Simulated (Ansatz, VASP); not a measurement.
## GaN in VASP and in Ansatz

```
CELL_PARAMETERS angstrom
3.20106 0.00000 0.00000
-1.60053 2.77220 0.00000
0.00000 0.00000 5.20021
ATOMIC_POSITIONS crystal
Ga 0.66667 0.33333 0.50000
Ga 0.33333 0.66667 0.00000
N 0.66667 0.33333 0.87500
N 0.33333 0.66667 0.37500
```

Change from the starting cell: volume scaled by 1.02.

Alike in both runs: task single point; functional LDA; k mesh 10 × 10 × 5; occupations fermi-dirac, width 0.05 eV; no spin polarisation.

|  | VASP | Ansatz |
| --- | --- | --- |
| version | VASP 6.6.1 | Ansatz 0.2.0 |
| potentials or method | VASP PAW LDA potentials, release 64 (Ga_d, N), cutoff 520 eV | all-electron LAPW, scalar-relativistic |

VASP gave:

| Quantity | Value |
| --- | --- |
| gap on the k mesh at the Fermi level (eV) | 1.85 |
| least direct gap on the mesh (eV) | 1.85 |
| pressure (GPa) | -7.0 |
| traceless stress, the component that is largest in VASP (GPa) | 1.33 |
| rms of the force components (eV/Å) | 0.071 |

Question: Estimate Ansatz's values.

Answer: gap on the k mesh at the Fermi level (eV): 1.84; least direct gap on the mesh (eV): 1.84; pressure (GPa): -7.7; traceless stress, the component that is largest in VASP (GPa): 1.31; rms of the force components (eV/Å): 0.070.

LDA's correlation is that of Perdew and Zunger in VASP and of Perdew and Wang (1992) in Ansatz. Atom by atom the forces differ by 0.001 eV/Å (rms over components). Ansatz ran all-electron here, and VASP with PAW potentials.
